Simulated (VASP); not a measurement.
A run of VASP 6.6.1 is set up as follows.

File INCAR:

```
SYSTEM = NbP
PREC = Accurate
ENCUT = 520
EDIFF = 1E-6
ISMEAR = -1
SIGMA = 0.03
LREAL = .False.
LASPH = .True.
NELM = 100
ALGO = Normal
ISIF = 2
LWAVE = .False.
LCHARG = .False.
GGA = PE
NBANDS = 26
```

KPOINTS

```
regular mesh
0
Gamma
  12 12 7
  0 0 0
```

POSCAR

```
NbP
1.0
    3.4419331712      0.0000000000      0.0000000000
   -1.7209665856      2.9808015644      0.0000000000
    0.0000000000      0.0000000000      7.6750351891
Nb P
2 2
Direct
    0.3333333333      0.6666666667      0.0304951889
    0.6666666667      0.3333333333      0.5304951889
    0.3333333333      0.6666666667      0.3455048111
    0.6666666667      0.3333333333      0.8455048111
```

Potentials or basis: VASP PAW PBE potentials, release 64 (Nb_sv, P).

Run with:

```bash
$ cat potpaw_PBE.64/Nb_sv/POTCAR potpaw_PBE.64/P/POTCAR > POTCAR
$ mpirun -np 1 vasp_std > vasp.out
```

Problem. Predict the pressure.

Solution. -0.3 GPa.

Problem. What does it give for the largest force?

Solution. 0.011 eV/Å.

Problem. What does it give for the band gap on the k mesh?

Solution. Zero (bands 18 and 19 overlap by 0.45 eV).

Forces in eV/Å, atoms in the order of the input:
```
Nb   0.000  0.000 -0.011
Nb   0.000  0.000 -0.011
P    0.000  0.000  0.011
P    0.000  0.000  0.011
```
